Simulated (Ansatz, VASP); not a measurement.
Two plane-wave programs on Ta

Contents of INCAR:

```
SYSTEM = Ta
  PREC = Accurate
  ENCUT = 520
  EDIFF = 1E-6
  ISMEAR = 0
  SIGMA = 0.15
  LREAL = .False.
  LASPH = .True.
  NELM = 60
  ALGO = Fast
  ISIF = 2
  LWAVE = .False.
  LCHARG = .True.
  GGA = PE
  LELF = .True.
  LVHAR = .True.
  NBANDS = 12
```

KPOINTS

```
regular mesh
0
Gamma
  20 20 20
  0 0 0
```

Contents of POSCAR:

```
Ta
1.0
   -1.4335404292      1.4335404292      2.3127307744
    1.4335404292     -1.4335404292      2.3127307744
    1.4335404292      1.4335404292     -2.3127307744
Ta
1
Direct
    0.0000000000      0.0000000000      0.0000000000
```

Input for Ansatz:

```yaml
crystal:
  lattice:
    - [-1.4335404292, 1.4335404292, 2.3127307744]
    - [1.4335404292, -1.4335404292, 2.3127307744]
    - [1.4335404292, 1.4335404292, -2.3127307744]
  atoms:
    - { symbol: Ta, position: [0.0, 0.0, 0.0] }
basis:
  ecutwfc: 420
kpoints:
  mp_grid: { grid: [20, 20, 20] }
hamiltonian:
  xc: pbe
  pseudopotentials: { kind: paw, azcp: { folder: soft_1 } }
scf:
  occupations: { method: gaussian, width: 0.15 }
output:
  forces: true
  stress: true
  eigenvalues: true
```

Alike in both runs: task single point; functional PBE; k mesh 20 × 20 × 20; occupations gaussian, width 0.15 eV; no spin polarisation.

|  | VASP | Ansatz |
| --- | --- | --- |
| version | VASP 6.6.1 | Ansatz 0.2.0 |
| potentials or method | VASP PAW PBE potentials, release 64 (Ta_pv), cutoff 520 eV | scalar-relativistic, plane waves, PAW |
| valence electrons in the cell | 11 | 13 |

|  | VASP | Ansatz | Ansatz less VASP |
| --- | --- | --- | --- |
| gap on the k mesh at the Fermi level (eV) | none | none | - |
| pressure (GPa) | -3.4 | -3.4 | -0.03 |
| traceless stress, the component that is largest in VASP (GPa) | 4.22 | 4.21 | -0.010 |

A gap of «none» marks a metal or a gap that the smearing closes. VASP's potentials hold 11 valence electrons a cell and Ansatz's 13, so a difference there can come from the potentials and not from the codes.

Spin-orbit coupling is off throughout.
